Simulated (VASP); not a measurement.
The system is NaPbBr3.

```
Na Pb Br
1.0
     5.90986    0.00000    0.00000
     0.00000    5.90986    0.00000
     0.00000    0.00000    5.90986
Na Pb Br
1 1 3
Direct
  0.00000 0.00000 0.00000
  0.50000 0.50000 0.50000
  0.50000 0.50000 0.00000
  0.50000 0.00000 0.50000
  0.00000 0.50000 0.50000
```

Base run:

| Quantity | Value |
| --- | --- |
| Program | VASP 6.6.1 |
| Functional | PBE |
| Potentials or basis | VASP PAW PBE potentials, release 64 (Na_pv, Pb_d, Br) |
| Cutoff | 520 eV |
| k mesh | 4 × 4 × 4 |
| Occupations | gaussian, width 0.01 eV |
| Spin | no spin polarisation |

Its results: band gap on the k mesh 1.57 eV, indirect (least direct gap 1.65 eV); pressure 0.4 GPa.

Task: The run is repeated on the same cell with these changes: functional from PBE to r2SCAN; further incar settings from ALGO = Normal; EDIFF = 1e-06; NBANDS = 29 to ALGO = Normal; EDIFF = 1e-07; NBANDS = 29. What comes out?

Result: Band gap on the k mesh 2.03 eV, direct; pressure 0.0 GPa.

Caveats: spin-orbit coupling is left out, which moves the levels of the heavy elements; the PAW data sets were made with another functional, which shifts forces and pressure a little (some runs).

A k mesh can miss the band edges.
